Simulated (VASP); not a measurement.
Wanted: the native input for a VASP 6.6.1 run.

* Task: single point
* Functional: LDA
* Potentials or basis: VASP PAW LDA potentials, release 64 (Si)
* Cutoff: 520 eV
* k mesh: 12 × 12 × 6
* Occupations: gaussian, width 0.03 eV
* Spin: no spin polarisation
* Dipole correction: no
* Further INCAR settings: ALGO = Normal; EDIFF = 1e-06; NBANDS = 16

The structure of Si lies in POSCAR:

```
Si
1.0
    3.8313174605      0.0000000000      0.0000000000
   -1.9156587303      3.8157209884      0.0000000000
    0.0000000000      0.0000000000      6.3326220002
Si
4
Direct
    0.3333333333      0.6666666667      0.0630095000
    0.6666666667      0.3333333333      0.5630095000
    0.3333333333      0.6666666667      0.4369905000
    0.6666666667      0.3333333333      0.9369905000
```

This cell differs from its parent crystal: strain +0.1500 x Voigt [0, 1, 0, 0, 0, 0].

One way to write it, as run:

INCAR

```
ALGO = Normal
EDIFF = 1E-6
ENCUT = 520
GGA = CA
ISIF = 2
ISMEAR = 0
LASPH = True
LCHARG = False
LREAL = False
LWAVE = False
NBANDS = 16
NELM = 100
PREC = Accurate
SIGMA = 0.03
```

KPOINTS

```
k-points
0
Gamma
  12 12 6
```

Potentials or basis: VASP PAW LDA potentials, release 64 (Si).

Run with:

```sh
$ cat potpaw_LDA.64/Si/POTCAR > POTCAR
$ mpirun -np 1 vasp_std > vasp.out
```

It gave:

| Quantity | Value |
| --- | --- |
| Pressure | -9.6 GPa |
| Largest force | 0.481 eV/Å |
| Band gap on the k mesh | zero (band 8 reaches 4.85 eV, above the bottom of band 9 at 4.50 eV) |

Caveat: the cell differs from its parent crystal (strain +0.1500 x Voigt [0, 1, 0, 0, 0, 0]).

Wall time 2.2 min on 1 thread of Intel Xeon 6975P-C (shared host), peak memory 0.29 GiB.
